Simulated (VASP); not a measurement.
**TiNi: single point with r2SCAN**

The system is TiNi.

```
Ti Ni
1.0
     2.98807    0.00000    0.00000
     0.00000    2.98807    0.00000
     0.00000    0.00000    2.98807
Ti Ni
1 1
Direct
  0.50000 0.50000 0.50000
  0.00000 0.00000 0.00000
```

```
Program             : VASP 6.6.1
Task                : single point
Functional          : r2SCAN
Potentials or basis : VASP PAW PBE potentials, release 64 (Ti_sv, Ni)
Cutoff              : 520 eV
k mesh              : 6 × 6 × 6
Occupations         : gaussian, width 0.1 eV
Spin                : collinear spin, ferromagnetic start
Starting moments    : [0.0, 2.0] μB
```

```yaml
Pressure: 1.3 GPa
Net_moment: 0.91 μB per cell
Site_moments: Ti +0.48; Ni +0.33 μB
Valence_electrons_inside_the_program's_atomic_spheres: Ti 10.22; Ni 9.44
```

Levels at points of the mesh, in eV from the Fermi level:
Spin up:
```tsv
k point	band 9	band 10	band 11	band 12	band 13	band 14
(0.00, 0.00, 0.00)	-2.17	-2.17	0.16	0.16	2.60	2.60
(0.50, 0.00, 0.00)	-2.30	-1.87	-1.00	-0.98	0.58	0.58
(0.50, 0.50, 0.00)	-1.75	-1.07	0.28	0.28	0.76	2.27
(0.50, 0.50, 0.50)	-2.36	-2.36	-1.72	-1.72	3.05	3.05
```
Spin down:
```tsv
k point	band 7	band 8	band 9	band 10	band 11	band 12	band 13	band 14
(0.00, 0.00, 0.00)	-3.72	-1.97	-1.97	-1.97	1.03	1.03	3.07	3.07
(0.50, 0.00, 0.00)	-2.53	-2.12	-2.12	-1.69	-0.26	-0.19	1.03	1.03
(0.50, 0.50, 0.00)	-2.74	-2.74	-0.89	-0.35	0.46	0.46	1.40	2.70
(0.50, 0.50, 0.50)	-2.87	-2.09	-2.09	-2.09	-0.87	-0.87	3.84	3.84
```

It took 62 s on 1 thread of Intel(R) Xeon(R) Platinum 8488C (Sapphire Rapids) (shared host), peak memory 0.16 GiB.

Caveat: the PAW data sets were made with another functional, which shifts forces and pressure a little.
